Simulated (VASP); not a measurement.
A run of VASP 6.6.1:

File POSCAR:

```
Ca
1.0
    0.0000000000      2.7835023068      2.7835023068
    2.7835023068      0.0000000000      2.7835023068
    2.7835023068      2.7835023068      0.0000000000
Ca
1
Direct
    0.0000000000      0.0000000000      0.0000000000
```

File INCAR.step1:

```
SYSTEM = Ca
ALGO     = Normal         ! electronic algorithm
EDIFF    = 1E-4           ! SCF threshold, eV
ENCUT    = 520            ! plane-wave cutoff, eV
GGA      = PE             ! functional
ISMEAR   = -1             ! smearing method
LASPH    = .True.         ! aspherical terms in the spheres
LCHARG   = .False.        ! write CHGCAR
LREAL    = .False.        ! projectors in reciprocal space
LWAVE    = .True.         ! write WAVECAR
NBANDS   = 11             ! bands
NELM     = 60             ! most SCF steps
PREC     = Accurate       ! precision mode
SIGMA    = 0.2            ! smearing width, eV
```

Contents of INCAR.step2:

```
SYSTEM = Ca
ALGO     = Normal         ! electronic algorithm
EDIFF    = 1E-6           ! SCF threshold, eV
ENCUT    = 520            ! plane-wave cutoff, eV
ISIF     = 2              ! what is computed and relaxed
ISMEAR   = -1             ! smearing method
ISTART   = 1            
LASPH    = .True.         ! aspherical terms in the spheres
LCHARG   = .False.        ! write CHGCAR
LMIXTAU  = .True.       
LREAL    = .False.        ! projectors in reciprocal space
LWAVE    = .False.        ! write WAVECAR
METAGGA  = R2SCAN         ! meta-GGA
NBANDS   = 11             ! bands
NELM     = 60             ! most SCF steps
PREC     = Accurate       ! precision mode
SIGMA    = 0.2            ! smearing width, eV
```

KPOINTS

```
k-points
0
Gamma
  10 10 10
  0 0 0
```

Potentials or basis: VASP PAW PBE potentials, release 64 (Ca_sv).

Command:

```sh
$ cat potpaw_PBE.64/Ca_sv/POTCAR > POTCAR
$ cp INCAR.step1 INCAR
$ mpirun -np 1 vasp_std > vasp.out
$ cp INCAR.step2 INCAR
$ mpirun -np 1 vasp_std > vasp.out
```

Hardware: 1 thread of Intel(R) Xeon(R) Platinum 8559C (Emerald Rapids), with other jobs on the host.

Q: How long does it take, and how much memory?

A: Wall time 46 s on 1 thread of Intel(R) Xeon(R) Platinum 8559C (Emerald Rapids), on a shared host, peak memory 0.18 GiB. Counts: k points 47.
